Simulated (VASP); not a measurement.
Wanted: the native input for a VASP 6.6.1 run.

| Property | Result |
| --- | --- |
| Task | single point |
| Functional | PBE |
| Potentials or basis | VASP PAW PBE potentials, release 64 (Sn_d, O) |
| Cutoff | 520 eV |
| k mesh | 10 × 10 × 8 |
| Occupations | gaussian, width 0.05 eV |
| Spin | no spin polarisation |
| Dipole correction | no |
| Further INCAR settings | ALGO = Normal; EDIFF = 1e-06; NBANDS = 28 |

The structure of SnO lies in POSCAR:

```
SnO
1.0
    3.8604432402      0.0000000000      0.0000000000
    0.0000000000      3.8604432402      0.0000000000
    0.0000000000      0.0000000000      4.9863909281
Sn O
2 2
Direct
    0.0000000000      0.5000000000      0.2324274753
    0.5000000000      0.0000000000      0.7675725247
    0.0000000000      0.0000000000      0.0000000000
    0.5000000000      0.5000000000      0.0000000000
```

One way to write it, as run:

INCAR

```
  PREC = Accurate
  ENCUT = 520
  EDIFF = 1E-6
  ISMEAR = 0
  SIGMA = 0.05
  LREAL = False
  LASPH = True
  NELM = 60
  ALGO = Normal
  ISIF = 2
  LWAVE = False
  LCHARG = True
  GGA = PE
  LELF = True
  LVHAR = True
  NBANDS = 28
```

KPOINTS

```
regular mesh
0
Gamma
  10 10 8
```

Potentials or basis: VASP PAW PBE potentials, release 64 (Sn_d, O).

Run with:

```console
$ cat potpaw_PBE.64/Sn_d/POTCAR potpaw_PBE.64/O/POTCAR > POTCAR
$ mpirun -np 1 vasp_std > vasp.out
```

Results of the run:

The pressure is 0.7 GPa and the largest force is 0.080 eV/Å. The band gap on the k mesh is 0.37 eV (least direct gap 1.96 eV).

Caveat: semilocal functionals underestimate gaps, and a narrow one can read as zero; spin-orbit coupling is left out, which moves the levels of the heavy elements.

Run time: 100 s on 1 thread of Intel(R) Xeon(R) 6975P-C (Granite Rapids), on a shared host, peak memory 0.3 GiB.
